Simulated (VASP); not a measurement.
TaC:

```
Ta C
1.0
     0.00000    2.22300    2.22300
     2.22300    0.00000    2.22300
     2.22300    2.22300    0.00000
Ta C
1 1
Direct
  0.00000 0.00000 0.00000
  0.50000 0.50000 0.50000
```

Base run:

| Item | Value |
| --- | --- |
| Program | VASP 6.6.1 |
| Functional | r2SCAN |
| Potentials or basis | VASP PAW PBE potentials, release 64 (Ta_sv_GW, C) |
| Cutoff | 770 eV |
| k mesh | 11 × 11 × 11 |
| Occupations | fermi-dirac, width 0.15 eV |
| Spin | no spin polarisation |

Its results: band gap on the k mesh zero (an odd number of electrons rules out a gap without spin polarisation); pressure 3.8 GPa.

The run is repeated on the same cell with these changes: k mesh from 11 × 11 × 11 to 4 × 4 × 4. What comes out?

Band gap on the k mesh zero (an odd number of electrons rules out a gap without spin polarisation); pressure 4.8 GPa.

Caveats: some runs use coarse meshes; the PAW data sets were made with another functional, which shifts forces and pressure a little; spin-orbit coupling is left out, which moves the levels of the heavy elements; an odd number of electrons without spin polarisation forces a metal; a magnetic or distorted state may lie lower; the cell stands under pressure (at least some runs).
